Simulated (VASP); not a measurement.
A run of VASP 6.6.1:

The input INCAR:

```
  PREC = Accurate
  ENCUT = 520
  EDIFF = 1E-7
  ISMEAR = 0
  SIGMA = 0.15
  LREAL = False
  LASPH = True
  NELM = 60
  ALGO = Normal
  ISIF = 2
  LWAVE = False
  LCHARG = True
  GGA = PS
  LELF = True
  LVHAR = True
  NBANDS = 10
```

KPOINTS

```
Automatic mesh
0
Gamma
  16 16 16
```

POSCAR

```
LiMg
1.0
    3.4153260000      0.0000000000      0.0000000000
    0.0000000000      3.4153260000      0.0000000000
    0.0000000000      0.0000000000      3.4153260000
Li Mg
1 1
Direct
    0.0000000000      0.0000000000      0.0000000000
    0.5000000000      0.5000000000      0.5000000000
```

Potentials or basis: VASP PAW PBE potentials, release 64 (Li_sv, Mg).

Launch:

```bash
$ cat potpaw_PBE.64/Li_sv/POTCAR potpaw_PBE.64/Mg/POTCAR > POTCAR
$ mpirun -np 1 vasp_std > vasp.out
```

Hardware: 1 thread of AMD EPYC 7R13 (shared host).

Task: How long does it take, and how much memory?

Result: It took 68 s on 1 thread of AMD EPYC 7R13, on a shared host, peak memory 0.18 GiB. Counts: scf iterations 11, k points 165.
